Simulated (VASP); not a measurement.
PtSe2, 3 atoms in the cell. The structure is trigonal, space group P-3m1 (No. 164). Conventional cell: a = 3.412 Å, b = 3.412 Å, c = 6.030 Å, α = 90.00°, β = 90.00°, γ = 120.00°. Within 3.5 Å of Pt (site symmetry -3m) lie 6 Se at 2.48 Å and 6 Pt at 3.41 Å. Within 3.7 Å of Se (site symmetry 3m) lie 3 Pt at 2.48 Å and 12 Se at 3.41 to 3.60 Å.  This cell differs from its parent crystal: ratio of the length along z to the lengths across it x 1.3, volume and fractional coordinates fixed.

| Property | Result |
| --- | --- |
| Program | VASP 6.6.1 |
| Task | single point |
| Functional | r2SCAN |
| Potentials or basis | VASP PAW PBE potentials, release 64 (Pt, Se) |
| Cutoff | 550 eV |
| k mesh | 18 × 18 × 10 |
| Occupations | gaussian, width 0.15 eV |
| Spin | no spin polarisation |
| Dipole correction | no |
| Further INCAR settings | ALGO = Normal; EDIFF = 1e-06; NBANDS = 18 |

Potentials or basis: VASP PAW PBE potentials, release 64 (Pt, Se).

Run with:

```console
$ cat potpaw_PBE.64/Pt/POTCAR potpaw_PBE.64/Se/POTCAR > POTCAR
$ cp INCAR.step1 INCAR
$ mpirun -np 1 vasp_std > vasp.out
$ cp INCAR.step2 INCAR
$ mpirun -np 1 vasp_std > vasp.out
```

Hardware: 1 thread of AMD EPYC 7R13, on a shared host.

Q: How long does it take, and how much memory?

A: It took 36 min on 1 thread of AMD EPYC 7R13, on a shared host, peak memory 0.51 GiB. Counts: k points 330.
